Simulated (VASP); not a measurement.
Ir:

```
CELL_PARAMETERS angstrom
0.00000 2.67314 2.67314
2.67314 0.00000 2.67314
2.67314 2.67314 0.00000
ATOMIC_POSITIONS crystal
Ir 0.12500 0.12500 0.12500
Ir 0.87500 0.87500 0.87500
```

```yaml
Program: VASP 6.6.1
Task: relaxation of cell and atoms
Functional: revPBE
Potentials_or_basis: VASP PAW PBE potentials, release 64 (Ir)
Cutoff: 600 eV
k_mesh: 10 × 10 × 10
Occupations: fermi-dirac, width 0.1 eV
Spin: no spin polarisation
```

At the start: pressure 31.6 GPa; volume 19.10 Å³/atom.

Q: How do energy, volume and symmetry change on relaxing?

A: Over 5 steps the energy falls by 235.1 meV/atom and the volume is 21.81 Å³/atom (+14.2 %); space group Fd-3m (No. 227, to 0.05 Å).

Step by step:
| step | energy change (eV) | largest force (eV/Å) | pressure (GPa) | volume (Å³) |
| --- | --- | --- | --- | --- |
| 1 | 0.0000 | 0.0000 | 31.63 | 38.20 |
| 2 | 1.7207 | 0.0000 | -24.12 | 63.07 |
| 3 | -0.4613 | 0.0000 | -3.24 | 44.48 |
| 4 | -0.4699 | 0.0000 | -0.64 | 43.78 |
| 5 | -0.4703 | 0.0000 | 0.00 | 43.62 |

Final structure:
```
CELL_PARAMETERS angstrom
0.00000 2.79393 2.79393
2.79393 0.00000 2.79393
2.79393 2.79393 0.00000
ATOMIC_POSITIONS crystal
Ir 0.12500 0.12500 0.12500
Ir 0.87500 0.87500 0.87500
```

Caveat: the PAW data sets were made with another functional, which shifts forces and pressure a little.
